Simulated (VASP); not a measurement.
Here is a VASP 6.6.1 calculation.

Contents of INCAR:

```
SYSTEM = Zn
PREC = Accurate
ENCUT = 520
EDIFF = 1E-6
ISMEAR = -1
SIGMA = 0.05
LREAL = .False.
LASPH = .True.
NELM = 100
ALGO = Normal
ISIF = 2
LWAVE = .False.
LCHARG = .False.
GGA = PE
NBANDS = 19
```

Contents of KPOINTS:

```
Automatic mesh
0
Gamma
  11 11 6
  0 0 0
```

Contents of POSCAR:

```
Zn
1.0
    2.7223662359      0.0000000000      0.0000000000
   -1.3611831179      2.3576383187      0.0000000000
    0.0000000000      0.0000000000      5.0633972761
Zn
2
Direct
    0.6666666667      0.3333333333      0.7500000000
    0.3333333333      0.6666666667      0.2500000000
```

Potentials or basis: VASP PAW PBE potentials, release 64 (Zn).

Command:

```bash
$ cat potpaw_PBE.64/Zn/POTCAR > POTCAR
$ mpirun -np 1 vasp_std > vasp.out
```

Task: What does it give for the band gap on the k mesh?

Result: Zero (band 12 reaches 4.34 eV, above the bottom of band 13 at -0.45 eV).

Task: Estimate the pressure.

Result: -3.9 GPa.

Stress tensor (GPa, compression positive):
```
-4.13  0.00  0.00
 0.00 -4.13  0.00
 0.00  0.00 -3.58
```
